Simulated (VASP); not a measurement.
Input of a VASP 6.6.1 run:

File INCAR:

```
SYSTEM = BN
PREC = Accurate
ENCUT = 520
EDIFF = 1E-7
ISMEAR = -1
SIGMA = 0.05
LREAL = .FALSE.
LASPH = .TRUE.
NELM = 60
ALGO = Normal
ISIF = 2
LWAVE = .FALSE.
LCHARG = .FALSE.
NBANDS = 11
```

File KPOINTS:

```
Automatic mesh
0
G
  13 13 9
  0 0 0
```

Contents of POSCAR:

```
BN
1.0
    2.4568420491      0.0000000000      0.0000000000
   -1.2212605467      2.1318056974      0.0000000000
   -0.6177907512     -1.0659028487      2.9608381970
N B
1 1
Direct
    0.6685060000      0.3323850000      0.9849990000
    0.9796430000      0.9834990000      0.0018060000
```

Potentials or basis: VASP PAW LDA potentials, release 64 (N, B).

Run with:

```sh
$ cat potpaw_LDA.64/N/POTCAR potpaw_LDA.64/B/POTCAR > POTCAR
$ mpirun -np 1 vasp_std > vasp.out
```

(1) What does it give for the band gap on the k mesh?

(2) Estimate the largest force.

(3) What does it give for the pressure?

Results:

(1) 2.59 eV, indirect (least direct gap 4.53 eV).

(2) 3.092 eV/Å.

(3) 14.6 GPa.

Caveat: forces of over 1 eV/Å act on the atoms, so gaps and moduli don't describe the material at rest.
